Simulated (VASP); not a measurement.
# WSe2 in VASP: a series of runs

The runs below take WSe2 through single point, with PBEsol.

Everything below comes from runs of VASP 6.6.1. Logs are shortened: lines on timing, memory, paths and dates and some standing lists are left out, and cuts for length are marked.

### 1 The cell of the first run

The typed cell holds 6 atoms: a = 3.271 Å, b = 3.271 Å, c = 13.355 Å, α = 82.97°, β = 82.97°, γ = 60.00°.

### 2 Single point, PBEsol

File INCAR:

```
PREC = Accurate
ENCUT = 520
EDIFF = 1E-7
ISMEAR = 0
SIGMA = 0.05
LREAL = False
LASPH = True
NELM = 80
ALGO = Normal
ISIF = 2
LWAVE = False
LCHARG = True
GGA = PS
LELF = True
LVHAR = True
NBANDS = 35
```

File KPOINTS:

```
regular mesh
0
Gamma
  9 9 2
```

File POSCAR:

```
WSe2
1.0
   -3.2711504052      0.0000000000      0.0000000000
   -1.6355752026     -2.8328993505      0.0000000000
   -1.6354116451     -0.9442053535     13.2206689562
W Se
2 4
Direct
    0.0833583333      0.0833583333      0.7500000000
    0.5833416667      0.5833416667      0.2500000000
    0.2922087192      0.2922087192      0.1233861811
    0.4588920525      0.4588920525      0.6233861811
    0.2078079475      0.2078079475      0.3766138189
    0.3744912808      0.3744912808      0.8766138189
```

Potentials or basis: VASP PAW PBE potentials, release 64 (W_sv, Se).

Launch:

```bash
> cat potpaw_PBE.64/W_sv/POTCAR potpaw_PBE.64/Se/POTCAR > POTCAR
> mpirun -np 1 vasp_std > vasp.out
```

OUTCAR:

```text
PREC = Accurate
   ENCUT = 520
   EDIFF = 1E-7
   ISMEAR = 0
   LREAL = False
   LASPH = True
   NELM = 80
   ISIF = 2
   GGA = PS

 ion  position               nearest neighbor table
   1  0.083  0.083  0.750-   4 2.52   4 2.52   6 2.52   6 2.52   6 2.52   4 2.52
   2  0.583  0.583  0.250-   5 2.52   5 2.52   3 2.52   3 2.52   3 2.52   5 2.52
   3  0.292  0.292  0.123-   2 2.52   2 2.52   2 2.52
   4  0.459  0.459  0.623-   1 2.52   1 2.52   1 2.52
   5  0.208  0.208  0.377-   2 2.52   2 2.52   2 2.52
   6  0.374  0.374  0.877-   1 2.52   1 2.52   1 2.52

  LATTYP: Found a trigonal (rhomboedric) cell.
 ALAT       =    13.3548561448
 COS(alpha) =     0.9700020692

  Lattice vectors:

 A1 = (  -1.6354116451,  -0.9442053535,  13.2206689562)
 A2 = (   1.6357387601,  -0.9442053535,  13.2206689562)
 A3 = (   0.0001635575,   1.8886939970,  13.2206689562)

Analysis of symmetry for initial positions (statically):
=====================================================================
 Subroutine PRICEL returns:
 Original cell was already a primitive cell.

 Routine SETGRP: Setting up the symmetry group for a
 trigonal (rhombohedral) supercell.

 Subroutine GETGRP returns: Found  4 space group operations
 (whereof  2 operations were pure point group operations)
 out of a pool of 12 trial point group operations.

The static configuration has the point symmetry C_1h.
 The point group associated with its full space group is C_2h.

Analysis of symmetry for dynamics (positions and initial velocities):
=====================================================================
 Subroutine PRICEL returns:
 Original cell was already a primitive cell.

 Routine SETGRP: Setting up the symmetry group for a
 trigonal (rhombohedral) supercell.

 Subroutine GETGRP returns: Found  4 space group operations
 (whereof  2 operations were pure point group operations)
 out of a pool of 12 trial point group operations.

The dynamic configuration has the point symmetry C_1h.
 The point group associated with its full space group is C_2h.

 Subroutine INISYM returns: Found  4 space group operations
 (whereof  2 operations are pure point group operations),
 and found     1 'primitive' translations

----------------------------------------------------------------------------------------

[... 121 lines left out ...]
   NELM   =     80;   NELMIN=  2; NELMDL= -5     # of ELM steps
   EDIFF  = 0.1E-06   stopping-criterion for ELM
   LREAL  =      F    real-space projection
   EDIFFG = 0.1E-05   stopping-criterion for IOM
   NSW    =      0    number of steps for IOM
   IBRION =     -1    ionic relax: 0-MD 1-quasi-New 2-CG
   NFREE  =      0    steps in history (QN), initial steepest desc. (CG)
   ISIF   =      2    stress and relaxation
   ISYM   =      2    0-nonsym 1-usesym 2-fastsym
   POTIM  = 0.5000    time-step for ionic-motion
   TEBEG  =    0.0;   TEEND  =   0.0 temperature during run
   PSTRESS=    0.0 pullay stress
   NELECT =      52.0000    total number of electrons
   NUPDOWN=      -1.0000    fix difference up-down
   EMIN   =  10.00;   EMAX   =-10.00  energy-range for DOS
   EFERMI =   0.00;   METHOD = LEGACY
   ISMEAR =     0;   SIGMA  =   0.05  broadening in eV -4-tet -1-fermi 0-gaus
   EFERMI_NEDOS =   21; number of points for ismear=-14 and -15
   IALGO  =     38    algorithm
   IMIX   =      4    mixing-type and parameters
     AMIX     =   0.40;   BMIX     =  1.00
     AMIX_MAG =   1.60;   BMIX_MAG =  1.00
  volume/ion in A,a.u.               =      20.42       137.79
  Fermi-wavevector in a.u.,A,eV,Ry     =   1.230309  2.324947 20.594602  1.513661
  Thomas-Fermi vector in A             =   2.365163
   LORBIT       =      0    0 simple, 1 ext, 2 COOP (PROOUT), +10 PAW based schemes
   GGA     = PS    functional components
   LHFCALC =     F    Hartree Fock is set to
   AEXX    =    0.0000 exact exchange contribution
   IVDW    =     0    specifies the selected vdW correction
   LEPSILON=     F    determine dielectric tensor
   LRPA    =     F    only Hartree local field effects (RPA)
 non-spin polarized calculation
 Gauss-broadening in eV      SIGMA  =   0.05
  energy-cutoff  :      520.00
  volume of cell :      122.51
 maximum number of plane-waves:      3334
   NGX = 13   NGY = 13   NGZ = 49

 number of electron      51.9999999 magnetization

 Free energy of the ion-electron system (eV)
  ---------------------------------------------------
  ext. energy  EPLUGINS =         0.00000000
  ---------------------------------------------------
  free energy    TOTEN  =       -46.41940334 eV

  energy without entropy =      -46.41940334  energy(sigma->0) =      -46.41940334

 E-fermi :   6.4741     XC(G=0): -10.8166

 val. band max:        6.0380358133   @ k =   0.0000   0.0000   0.0000
 cond. band min:       7.0919510840   @ k =  -0.2222   0.1111   0.0000
 fundamental gap:      1.0539152707
 Fermi energy:         6.4740617512

 k-point     1 :       0.0000    0.0000    0.0000
  band No.  band energies     occupation
      1     -68.1955      2.00000
      2     -68.1955      2.00000
      3     -32.4659      2.00000
      4     -32.4659      2.00000
      5     -32.3089      2.00000
      6     -32.3089      2.00000
[... 901 lines left out ...]
     34      10.3139      0.00000
     35      10.5264      0.00000

 [... further k-points ...]

------------------------ aborting loop because EDIFF is reached ----------------------------------------

  FORCE on cell =-STRESS in cart. coord.  units (eV):
  Direction    XX          YY          ZZ          XY          YZ          ZX
  --------------------------------------------------------------------------------------
  -------------------------------------------------------------------------------------
  Total        0.3623917      0.3618641      1.9738402      0.0004569      0.0003678      0.0006370
  in kB        4.7391859      4.7322857     25.8129410      0.0059757      0.0048098      0.0083302
  external PRESSURE =      11.7614709 kB  Pullay stress =       0.0000000 kB

 VOLUME and BASIS-vectors are now :
 -----------------------------------------------------------------------------
  energy-cutoff  :      520.00
  volume of cell :      122.51
      direct lattice vectors                 reciprocal lattice vectors
    -3.271150405  0.000000000  0.000000000    -0.305702849  0.176497622 -0.025210525
    -1.635575203 -2.832899350  0.000000000     0.000000000 -0.352995245 -0.025210525
    -1.635411645 -0.944205354 13.220668956     0.000000000  0.000000000  0.075639138

 POSITION                                       TOTAL-FORCE (eV/Angst)
 -----------------------------------------------------------------------------------
     -1.63558     -0.94430      9.91550        -0.000054     -0.000031     -0.063647
     -3.27115     -1.88860      3.30517         0.000054      0.000031      0.063647
     -1.63558     -0.94430      1.63125        -0.000329     -0.000190      0.265770
     -3.27115     -1.88860      8.24158        -0.000334     -0.000193     -0.070874
     -1.63558     -0.94430      4.97909         0.000334      0.000193      0.070874
     -3.27115     -1.88860     11.58942         0.000329      0.000190     -0.265770
 -----------------------------------------------------------------------------------
    total drift:                               -0.000000     -0.000000     -0.000000

  FREE ENERGIE OF THE ION-ELECTRON SYSTEM (eV)
  ---------------------------------------------------
  free  energy   TOTEN  =       -46.4194033407 eV

  energy  without entropy=      -46.4194033407  energy(sigma->0) =      -46.41940334
```

It took 2.9 min on 1 thread of Intel Xeon 6975P-C, shared host; peak memory 0.34 GiB.

What came out:

```yaml
Free_energy: -46.4194 eV
Pressure: 1.2 GPa
Largest_force: 0.266 eV/Å
Band_gap_on_the_k_mesh: 1.05 eV, indirect (least direct gap 1.65 eV)
```

Forces in eV/Å, atoms in the order of the input:
```
W    0.000  0.000 -0.064
W    0.000  0.000  0.064
Se   0.000  0.000  0.266
Se   0.000  0.000 -0.071
Se   0.000  0.000  0.071
Se   0.000  0.000 -0.266
```

Levels at points of the mesh, in eV from the valence-band top:
| k point | band 24 | band 25 | band 26 | band 27 | band 28 | band 29 |
| --- | --- | --- | --- | --- | --- | --- |
| (0.00, 0.00, 0.00) | -1.21 | -1.18 | 0.00 | 2.67 | 2.67 | 2.76 |
| (0.00, 0.00, 0.50) | -1.45 | -0.32 | -0.20 | 2.68 | 2.68 | 2.80 |

Caveat: the PAW data sets were made with another functional, which shifts forces and pressure a little; spin-orbit coupling is left out, which moves the levels of the heavy elements.

### 3 Single point, PBEsol

This run uses another cell than the first one, of the same volume but with other edges.

File INCAR:

```
SYSTEM = WSe2
ALGO = Normal
EDIFF = 1E-6
ENCUT = 520
GGA = PS
ISIF = 2
ISMEAR = 0
LASPH = .TRUE.
LCHARG = .FALSE.
LREAL = .FALSE.
LWAVE = .FALSE.
NBANDS = 35
NELM = 100
PREC = Accurate
SIGMA = 0.05
```

File KPOINTS:

```
k-points
0
G
  9 9 2
  0 0 0
```

File POSCAR:

```
WSe2
1.0
   -3.2711504052      0.0000000000      0.0000000000
   -1.6355752026     -2.8328993505      0.0000000000
   -3.2713139627     -1.8886939970     13.2206689562
W Se
2 4
Direct
   -0.1666916667     -0.1666916667      0.7500000000
    0.4999916667      0.4999916667      0.2500000000
    0.2510717664      0.2510717664      0.1233861811
    0.2510550997      0.2510550997      0.6233861811
    0.0822449003      0.0822449003      0.3766138189
    0.0822282336      0.0822282336      0.8766138189
```

Potentials or basis: VASP PAW PBE potentials, release 64 (W_sv, Se).

Launch:

```bash
> cat potpaw_PBE.64/W_sv/POTCAR potpaw_PBE.64/Se/POTCAR > POTCAR
> mpirun -np 1 vasp_std > vasp.out
```

Wall time 2.7 min (1 thread of Intel Xeon 6975P-C, shared host); peak memory 0.35 GiB.

The run converged. Its results:

* Free energy: -46.5230 eV
* Pressure: 0.6 GPa
* Largest force: 0.074 eV/Å
* Band gap on the k mesh: 1.15 eV, indirect (least direct gap 1.64 eV)

Forces in eV/Å, atoms in the order of the input:
```
W    0.000  0.000  0.019
W    0.000  0.000 -0.019
Se   0.000  0.000  0.000
Se   0.000  0.000 -0.074
Se   0.000  0.000  0.074
Se   0.000  0.000  0.000
```

Stress tensor (GPa, compression positive):
```
0.55 0.00 0.00
0.00 0.55 0.00
0.00 0.00 0.76
```

Levels at points of the mesh, in eV from the valence-band top:
| k point | band 22 | band 23 | band 24 | band 25 | band 26 | band 27 | band 28 | band 29 | band 30 | band 31 |
| --- | --- | --- | --- | --- | --- | --- | --- | --- | --- | --- |
| (0.00, 0.00, 0.00) | -1.41 | -1.41 | -1.20 | -1.11 | 0.00 | 2.76 | 2.76 | 2.85 | 2.85 | 2.93 |
| (0.00, 0.00, 0.50) | -1.43 | -1.41 | -1.41 | -0.26 | -0.24 | 2.76 | 2.76 | 2.82 | 2.82 | 3.00 |

Caveat: the PAW data sets were made with another functional, which shifts forces and pressure a little; spin-orbit coupling is left out, which moves the levels of the heavy elements. Expect the measured gap to be larger: semilocal functionals such as PBEsol lack the derivative discontinuity.
